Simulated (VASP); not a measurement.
Input of a VASP 6.6.1 run:

File INCAR:

```
PREC = Accurate
ENCUT = 520
EDIFF = 1E-7
ISMEAR = -1
SIGMA = 0.02
LREAL = False
LASPH = True
NELM = 60
ALGO = Normal
ISIF = 2
LWAVE = False
LCHARG = False
GGA = PE
NBANDS = 11
```

The input KPOINTS:

```
regular mesh
0
Gamma
  8 8 8
```

The input POSCAR:

```
NaH
1.0
    0.1261702195      2.5963615253      2.5963615253
    2.5963615253      0.1261702195      2.5963615253
    2.5963615253      2.5963615253      0.1261702195
Na H
1 1
Direct
    0.0051649356      0.0051649356      0.0051649356
    0.2448350644      0.2448350644      0.2448350644
```

Potentials or basis: VASP PAW PBE potentials, release 64 (Na_pv, H).

Launch:

```console
$ cat potpaw_PBE.64/Na_pv/POTCAR potpaw_PBE.64/H/POTCAR > POTCAR
$ mpirun -np 1 vasp_std > vasp.out
```

Problem. What does it give for the largest force?

Solution. 0.008 eV/Å.

Problem. Predict the band gap on the k mesh.

Solution. 3.30 eV (least direct gap 4.31 eV).

Forces in eV/Å, atoms in the order of the input:
```
Na  -0.004 -0.004 -0.004
H    0.004  0.004  0.004
```

Caveat: the cell differs from its parent crystal (epitaxial 111 strain -4.9%); the structure was generated, so it needn't be the stable form of NaH. A k mesh can miss the band edges.
